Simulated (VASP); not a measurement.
Input of a VASP 6.6.1 run:

Contents of INCAR:

```
PREC = Accurate ; ENCUT = 520
EDIFF = 1E-7 ; ISMEAR = 0
SIGMA = 0.1 ; LREAL = F
LASPH = T ; NELM = 150
ALGO = Normal ; ISIF = 2
LWAVE = F ; LCHARG = F
LMAXMIX = 4 ; LDAU = T
LDAUTYPE = 2 ; LDAUL = 2 -1
LDAUU = 3.5 0 ; LDAUJ = 0 0
LDAUPRINT = 1 ; GGA = PE
NBANDS = 20
```

File KPOINTS:

```
regular mesh
0
Gamma
  8 8 5
```

File POSCAR:

```
Ta2N
1.0
    3.1128615060      0.0000000000      0.0000000000
   -1.5564307530      2.6958171426      0.0000000000
    0.0000000000      0.0000000000      4.8698410000
Ta N
2 1
Direct
    0.3333333333      0.6666666667      0.2547110000
    0.6666666667      0.3333333333      0.7452890000
    0.0000000000      0.0000000000      0.0000000000
```

Potentials or basis: VASP PAW PBE potentials, release 64 (Ta_pv, N).

Launch:

```sh
$ cat potpaw_PBE.64/Ta_pv/POTCAR potpaw_PBE.64/N/POTCAR > POTCAR
$ mpirun -np 1 vasp_std > vasp.out
```

Task: Predict the band gap on the k mesh.

Result: Zero (an odd number of electrons rules out a gap without spin polarisation).

Task: What does it give for the pressure?

Result: 8.9 GPa.

Eigenvalues of the final occupation matrices:
| site | spin | trace | eigenvalues |
| --- | --- | --- | --- |
| site 1 d | 1 | 1.13 | 0.21 0.21 0.23 0.23 0.25 |
| site 1 d | 2 | 1.13 | 0.21 0.21 0.23 0.23 0.25 |
| site 2 d | 1 | 1.13 | 0.21 0.21 0.23 0.23 0.25 |
| site 2 d | 2 | 1.13 | 0.21 0.21 0.23 0.23 0.25 |

Caveat: the cell stands under pressure; spin-orbit coupling is left out, which moves the levels of the heavy elements; U without spin polarisation on a metal has little footing.
